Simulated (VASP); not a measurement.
Input of a VASP 6.6.1 run:

INCAR

```
SYSTEM = H18C11S5O5
  PREC = Accurate
  ENCUT = 1000
  EDIFF = 1E-6
  ISMEAR = -1
  SIGMA = 0.02
  LREAL = Auto
  LASPH = .True.
  NELM = 120
  ALGO = Normal
  ISIF = 2
  LWAVE = .False.
  LCHARG = .False.
  GGA = PE
  NBANDS = 86
  GGA_COMPAT = .False.
```

The input KPOINTS:

```
regular mesh
0
Gamma
  1 1 1
  0 0 0
```

Contents of POSCAR:

```
H18C11S5O5
1.0
    8.8408230000      0.0000000000      0.0000000000
    0.0000000000      8.8408230000      0.0000000000
    0.0000000000      0.0000000000      8.8408230000
C H O S
11 18 5 5
Direct
   -0.0248637382      0.0786047772      0.0030540657
    0.0787928166      0.2026922677      0.0632501888
    0.2968725525      0.0359288382      0.5597780820
    0.2710695735      0.1116509928      0.7128485396
    0.3704911076      0.6159824966      0.8346401656
    0.1995383731      0.5916909746      0.8397285516
    0.4603482106      0.3432708860      0.2903286486
    0.7671951926      0.6107554661      0.0473394207
    0.7505341361      0.9650037854      0.5984023298
    0.8994852435      0.3614029044      0.3794551050
    0.3216853941      0.8440224210      0.1869909837
   -0.1198338243      0.0564779293      0.0805075778
   -0.0737638116      0.1101779651     -0.1069416133
    0.0365482695     -0.0286272249     -0.0129545533
    0.1771659094      0.2207576431     -0.0104692024
    0.0180429772      0.3108117626      0.0719408653
    0.1226644282      0.1743321288      0.1762491042
    0.2643499214      0.1109582953      0.4658928924
    0.4163298094      0.0057213037      0.5434409772
    0.2296598699     -0.0682413670      0.5490988576
    0.3005111293      0.0358907103      0.8070013702
    0.3398495852      0.2147841618      0.7251740297
    0.1518546521      0.1436842080      0.7271137304
    0.4308926404      0.5228915503      0.8906434769
    0.4119474796      0.6228910677      0.7174784984
    0.4034818303      0.7217975410      0.8910656017
    0.1383720090      0.6841304265      0.7833272758
    0.1673801793      0.4852954738      0.7839317585
    0.1582281619      0.5850377067      0.9567812904
    0.4501610015      0.2865397106      0.1712106629
    0.7615364260      0.5289555083     -0.0565524995
    0.7439071820      1.0786302151      0.5304912127
    0.8128198623      0.3249414568      0.2868609170
    0.3968615127      0.9313460123      0.1218804178
    0.4730524616      0.4192280088      0.4504741163
    0.7748333388      0.7213969119      0.1854260418
    0.7589576662      0.8122996638      0.6884114155
    1.0151886661      0.4112777952      0.5039775080
    0.2217200045      0.7257141250      0.2734700891
```

Potentials or basis: VASP PAW PBE potentials, release 64 (C_h, H_h, O_h, S).

Command:

```sh
$ cat potpaw_PBE.64/C_h/POTCAR potpaw_PBE.64/H_h/POTCAR potpaw_PBE.64/O_h/POTCAR potpaw_PBE.64/S/POTCAR > POTCAR
$ mpirun -np 1 vasp_gam > vasp.out
```

Question: Estimate the largest force.

Answer: 0.474 eV/Å.

Question: What does it give for the pressure?

Answer: 0.0 GPa.

Stress tensor (GPa, compression positive):
```
 0.19 -0.09 -0.06
-0.09 -0.12  0.02
-0.06  0.02 -0.11
```

Caveat: the k points lie up to 0.71 Å⁻¹ apart.
